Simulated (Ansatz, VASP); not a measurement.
# GaN: VASP beside Ansatz

```xyz
4
Lattice="3.2184 0.0000 0.0000 -1.6092 2.7872 0.0000 0.0000 0.0000 5.1644" Properties=species:S:1:pos:R:3 pbc="T T T"
Ga    0.0000    1.8582    5.1599
Ga    1.6092    0.9291    2.5777
N     0.0000    1.8582    1.9411
N     1.6092    0.9291    4.5233
```

Change from the starting cell: strain +0.000 along x and y, -0.015 along z, atoms carried along.

Alike in both runs: task single point; functional PBE; k mesh 12 × 12 × 6; occupations gaussian, width 0.05 eV; no spin polarisation.

|  | VASP | Ansatz |
| --- | --- | --- |
| version | VASP 6.6.1 | Ansatz 0.2.0 |
| potentials or method | VASP PAW PBE potentials, release 64 (Ga_d, N), cutoff 520 eV | scalar-relativistic, plane waves, PAW |
| valence electrons in the cell | 36 | 36 |

|  | VASP | Ansatz | Ansatz less VASP |
| --- | --- | --- | --- |
| gap on the k mesh at the Fermi level (eV) | 1.84 | 1.84 | -0.006 |
| least direct gap on the mesh (eV) | 1.84 | 1.84 | -0.006 |
| pressure (GPa) | 2.8 | 2.7 | -0.08 |
| traceless stress, the component that is largest in VASP (GPa) | 3.74 | 3.73 | -0.010 |
| rms of the force components (eV/Å) | 0.086 | 0.088 | +0.0018 |

Atom by atom the forces differ by 0.002 eV/Å (rms over components).
